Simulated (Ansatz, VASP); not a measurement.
One calculation of Fe, two programs

Contents of INCAR:

```
  PREC = Accurate
  ENCUT = 600
  EDIFF = 1E-6
  ISMEAR = 0
  SIGMA = 0.1
  LREAL = False
  LASPH = True
  NELM = 150
  ALGO = Normal
  ISIF = 3
  LWAVE = False
  LCHARG = False
  ISPIN = 2
  MAGMOM = 2.4
  LORBIT = 11
  LMAXMIX = 4
  GGA = PE
  IVDW = 12
  IBRION = 2
  NSW = 100
  EDIFFG = -0.005
```

KPOINTS

```
regular mesh
0
Gamma
  20 20 20
```

The input POSCAR:

```
Fe
1.0
   -1.4033149117      1.4033149117      1.4033149117
    1.4033149117     -1.4033149117      1.4033149117
    1.4033149117      1.4033149117     -1.4033149117
Fe
1
Direct
    0.0000000000      0.0000000000      0.0000000000
```

Input for Ansatz:

```yaml
crystal:
  lattice:
    - [-1.4033149117, 1.4033149117, 1.4033149117]
    - [1.4033149117, -1.4033149117, 1.4033149117]
    - [1.4033149117, 1.4033149117, -1.4033149117]
  atoms:
    - { symbol: Fe, position: [0.0, 0.0, 0.0], spin: 2.4 }
basis:
  ecutwfc: 420
kpoints:
  mp_grid: { grid: [20, 20, 20] }
hamiltonian:
  xc: pbe
  dispersion: d3bj
scf:
  occupations: { method: gaussian, width: 0.1 }
output:
  forces: true
  stress: true
  eigenvalues: true
  populations: true
magnetization:
  spin_polarized: true
relax:
  adjacent_minimum: "off"
  f_tol: 0.005
  max_steps: 80
  cell: { stress_tol: 0.05 }
```

Alike in both runs: task relaxation of cell and atoms; functional PBE; dispersion D3(BJ); k mesh 20 × 20 × 20; occupations gaussian, width 0.1 eV; collinear spin.

|  | VASP | Ansatz |
| --- | --- | --- |
| version | VASP 6.6.1 | Ansatz 0.2.0 |
| potentials or method | VASP PAW PBE potentials, release 64 (Fe), cutoff 600 eV | scalar-relativistic, plane waves, PAW |
| valence electrons in the cell | 8 | 16 |

|  | VASP | Ansatz | Ansatz less VASP |
| --- | --- | --- | --- |
| gap on the k mesh at the Fermi level, each at its own relaxed structure (eV) | none | none | - |
| net moment per atom (μB) | 2.12 | 2.11 | -0.015 |
| size of the moment on the site where the two differ most (μB) | 2.11 | 2.15 | +0.033 |
| relaxed volume (Å³/atom) | 11.02 | 11.03 | +0.013 |
| relaxed length of the cell vector where the two differ most in proportion (Å) | 2.428 | 2.429 | +0.0010 |

Site moments also hang on the region over which each program counts them. A gap of «none» marks a metal or a gap that the smearing closes. VASP's potentials hold 8 valence electrons a cell and Ansatz's 16, so a difference there can come from the potentials and not from the codes.
